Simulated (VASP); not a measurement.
Runs of VASP 6.6.1 on TiSi2. Symmetry: Immm, No. 71, orthorhombic system. Conventional cell: a = 2.946 Å, b = 3.424 Å, c = 8.424 Å, α = 90.00°, β = 90.00°, γ = 90.00°. Within 3.5 Å of Ti (site symmetry mmm) lie 10 Si at 2.67 to 2.78 Å and 4 Ti at 2.95 to 3.42 Å. Within 3.5 Å of Si (site symmetry mm2) lie 9 Si at 2.63 to 3.42 Å and 5 Ti at 2.67 to 2.78 Å. 

| k mesh | gap on the mesh (eV) | pressure (GPa) | largest force (eV/Å) |
| --- | --- | --- | --- |
| 12 × 12 × 12 | none | -6.2 | 0.09 |
| 6 × 6 × 6 | none | -6.1 | (a) |
| 10 × 10 × 10 | none | -6.2 | (b) |
| 3 × 3 × 3 | none | -6.7 | 0.20 |
| 5 × 5 × 5 | none | -6.1 | 0.02 |
| 8 × 8 × 8 | none | -6.1 | 0.07 |

Alike in all rows: task single point; level LDA; potentials or basis VASP PAW LDA potentials, release 64 (Ti_sv, Si); no spin polarisation; cell as given; cutoff (eV) 520; smearing fermi-dirac 0.15 eV.

Question: Estimate the missing entries.

Answer: (a) 0.03; (b) 0.10.

Caveats: some runs use coarse meshes.

A gap of «none» marks levels without a gap at the run's occupations.
